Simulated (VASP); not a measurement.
Wanted: the native input for a VASP 6.6.1 run.

- Task: relaxation of cell and atoms
- Functional: PBE
- Potentials or basis: VASP PAW PBE potentials, release 64 (Cd, Mo_sv)
- Cutoff: 600 eV
- k mesh: 12 × 12 × 12
- Occupations: gaussian, width 0.1 eV
- Spin: no spin polarisation
- Dipole correction: no
- Further INCAR settings: ALGO = Fast; EDIFF = 1e-06; IBRION = 2; EDIFFG = -0.01; NSW = 100; ISIF = 3

The structure of Cd3Mo lies in POSCAR:

```
Cd3Mo
1.0
    4.2459722470      0.0000000000      0.0000000000
    0.0000000000      4.2459722470      0.0000000000
    0.0000000000      0.0000000000      4.2459722470
Cd Mo
3 1
Direct
    0.0000000000      0.5000000000      0.5000000000
    0.5000000000      0.0000000000      0.5000000000
    0.5000000000      0.5000000000      0.0000000000
    0.0000000000      0.0000000000      0.0000000000
```

These files were run (other wordings do the same):

INCAR

```
SYSTEM = Cd3Mo
ALGO = Fast
EDIFF = 1E-6
EDIFFG = -0.01
ENCUT = 600
GGA = PE
IBRION = 2
ISIF = 3
ISMEAR = 0
LASPH = .TRUE.
LCHARG = .FALSE.
LREAL = .FALSE.
LWAVE = .FALSE.
NELM = 60
NSW = 100
PREC = Accurate
SIGMA = 0.1
```

KPOINTS

```
k-points
0
G
  12 12 12
  0 0 0
```

Potentials or basis: VASP PAW PBE potentials, release 64 (Cd, Mo_sv).

Run with:

```bash
$ cat potpaw_PBE.64/Cd/POTCAR potpaw_PBE.64/Mo_sv/POTCAR > POTCAR
$ mpirun -np 1 vasp_std > vasp.out
```

Results of the run:

```yaml
Relaxed_volume: 19.22 Å³/atom
Relaxed_cell: a = 4.252 Å, b = 4.252 Å, c = 4.252 Å, α = 90.00°, β = 90.00°, γ = 90.00°
Space_group_after_relaxing_to_0.1_Å: Pm-3m (No. 221)
Energy_gained_by_relaxing: 0.1 meV/atom
Ionic_steps: 3
Pressure_after_relaxing: 0.0 GPa
Band_gap_on_the_k_mesh: zero (bands 25 and 26 overlap by 1.63 eV)
```

Run time: 4.3 min on 1 thread of Intel(R) Xeon(R) Platinum 8559C (Emerald Rapids) (shared host), peak memory 0.36 GiB.
